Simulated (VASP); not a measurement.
A run of VASP 6.6.1 is set up as follows.

File INCAR:

```
ALGO = Normal
EDIFF = 1E-6
ENCUT = 520
GGA = PE
ISIF = 2
ISMEAR = 0
LASPH = T
LCHARG = F
LREAL = F
LWAVE = F
NBANDS = 36
NELM = 80
PREC = Accurate
SIGMA = 0.1
```

KPOINTS

```
k-points
0
Gamma
  10 6 6
```

Contents of POSCAR:

```
Ta2PbO3
1.0
    2.9616564445      0.0000000000      0.0000000000
    0.0000000000      3.3996058206      4.5922434065
    0.0000000000     -3.3996058206      4.5922434065
Ta Pb O
2 1 3
Direct
    0.0000000000      0.9470548569      0.9470548569
    0.5000000000      0.5525332414      0.5525332414
    0.5000000000      0.2254110432      0.2254110432
    0.5000000000      0.7742620340      0.7742620340
    0.0000000000      0.2943835542      0.7063552504
    0.0000000000      0.7063552504      0.2943835542
```

Potentials or basis: VASP PAW PBE potentials, release 64 (Ta_pv, Pb_d, O).

Run with:

```bash
$ cat potpaw_PBE.64/Ta_pv/POTCAR potpaw_PBE.64/Pb_d/POTCAR potpaw_PBE.64/O/POTCAR > POTCAR
$ mpirun -np 1 vasp_std > vasp.out
```

Problem. Estimate the pressure.

Solution. 0.3 GPa.

Problem. Estimate the largest force.

Solution. 0.023 eV/Å.

Stress tensor (GPa, compression positive):
```
0.30 0.00 0.00
0.00 0.37 0.00
0.00 0.00 0.16
```
